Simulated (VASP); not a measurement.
Write the native input for VASP 6.6.1 that does the following.

| Quantity | Value |
| --- | --- |
| Task | single point |
| Functional | PBE |
| Potentials or basis | VASP PAW PBE potentials, release 64 (Pb_d, S) |
| Cutoff | 520 eV |
| k mesh | 8 × 8 × 8 |
| Occupations | fermi-dirac, width 0.06 eV |
| Spin | no spin polarisation |
| Dipole correction | no |
| Further INCAR settings | ALGO = Normal; EDIFF = 1e-07; NBANDS = 17 |

The structure of PbS lies in POSCAR:

```
PbS
1.0
    0.0000000000      2.8837260000      2.8837260000
    2.8837260000      0.0000000000      2.8837260000
    2.8837260000      2.8837260000      0.0000000000
Pb S
1 1
Direct
    0.0000000000      0.0000000000      0.0000000000
    0.5000000000      0.5000000000      0.5000000000
```

These files were run (other wordings do the same):

INCAR

```
PREC     = Accurate       # precision mode
ENCUT    = 520            # plane-wave cutoff, eV
EDIFF    = 1E-7           # SCF threshold, eV
ISMEAR   = -1             # smearing method
SIGMA    = 0.06           # smearing width, eV
LREAL    = False          # projectors in reciprocal space
LASPH    = True           # aspherical terms in the spheres
NELM     = 80             # most SCF steps
ALGO     = Normal         # electronic algorithm
ISIF     = 2              # what is computed and relaxed
LWAVE    = False          # write WAVECAR
LCHARG   = False          # write CHGCAR
GGA      = PE             # functional
NBANDS   = 17             # bands
```

KPOINTS

```
Automatic mesh
0
Gamma
  8 8 8
```

Potentials or basis: VASP PAW PBE potentials, release 64 (Pb_d, S).

Run with:

```console
$ cat potpaw_PBE.64/Pb_d/POTCAR potpaw_PBE.64/S/POTCAR > POTCAR
$ mpirun -np 1 vasp_std > vasp.out
```

Results of the run:

| Property | Result |
| --- | --- |
| Pressure | 8.3 GPa |
| Band gap on the k mesh | 0.01 eV, direct |

Caveat: spin-orbit coupling is left out, which moves the levels of the heavy elements.

It took 11 s on 1 thread of Intel(R) Xeon(R) 6975P-C (Granite Rapids) (shared host), peak memory 0.17 GiB.
